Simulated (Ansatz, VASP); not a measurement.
## Two plane-wave programs on W2C

The input INCAR:

```
PREC = Accurate
ENCUT = 600
EDIFF = 1E-6
ISMEAR = 0
SIGMA = 0.1
LREAL = F
LASPH = T
NELM = 120
ALGO = Normal
ISIF = 2
LWAVE = F
LCHARG = F
NBANDS = 23
GGA_COMPAT = F
```

KPOINTS

```
regular mesh
0
Gamma
  6 6 4
```

POSCAR

```
W2C
1.0
    3.0700456420      0.0000000000      0.0000000000
   -1.5350228210      2.6587375167      0.0000000000
    0.0000000000      0.0000000000      4.6784280000
W C
2 1
Direct
    0.3333333333      0.6666666667      0.7463310000
    0.6666666667      0.3333333333      0.2536690000
    0.0000000000      0.0000000000      0.0000000000
```

Input for Ansatz:

```yaml
crystal:
  lattice:
    - [3.070045642, 0.0, 0.0]
    - [-1.535022821, 2.6587375167, 0.0]
    - [0.0, 0.0, 4.678428]
  atoms:
    - { symbol: W, position: [0.3333333333, 0.6666666667, 0.746331] }
    - { symbol: W, position: [0.6666666667, 0.3333333333, 0.253669] }
    - { symbol: C, position: [0.0, 0.0, 0.0] }
basis:
  ecutwfc: 420
kpoints:
  mp_grid: { grid: [6, 6, 4] }
hamiltonian:
  xc: lda
scf:
  occupations: { method: gaussian, width: 0.1 }
output:
  forces: true
  stress: true
  eigenvalues: true
```

Alike in both runs: task single point; functional LDA; k mesh 6 × 6 × 4; occupations gaussian, width 0.1 eV; no spin polarisation.

|  | VASP | Ansatz |
| --- | --- | --- |
| version | VASP 6.6.1 | Ansatz 0.2.0 |
| potentials or method | VASP PAW LDA potentials, release 64 (W_sv, C), cutoff 600 eV | scalar-relativistic, plane waves, PAW |
| valence electrons in the cell | 32 | 32 |

Ansatz gave:

* gap on the k mesh at the Fermi level (eV): none
* pressure (GPa): -15.5
* traceless stress, the component that is largest in VASP (GPa): -1.36
* rms of the force components (eV/Å): 0.217

Problem. Which values does VASP return?

Solution. gap on the k mesh at the Fermi level (eV): none; pressure (GPa): -13.7; traceless stress, the component that is largest in VASP (GPa): -1.31; rms of the force components (eV/Å): 0.183.

LDA's correlation is that of Perdew and Zunger in VASP and of Perdew and Wang (1992) in Ansatz. Atom by atom the forces differ by 0.034 eV/Å (rms over components). A gap of «none» marks a metal or a gap that the smearing closes.

The k mesh is coarse, so the values compare programs but aren't converged. Spin-orbit coupling is off throughout.
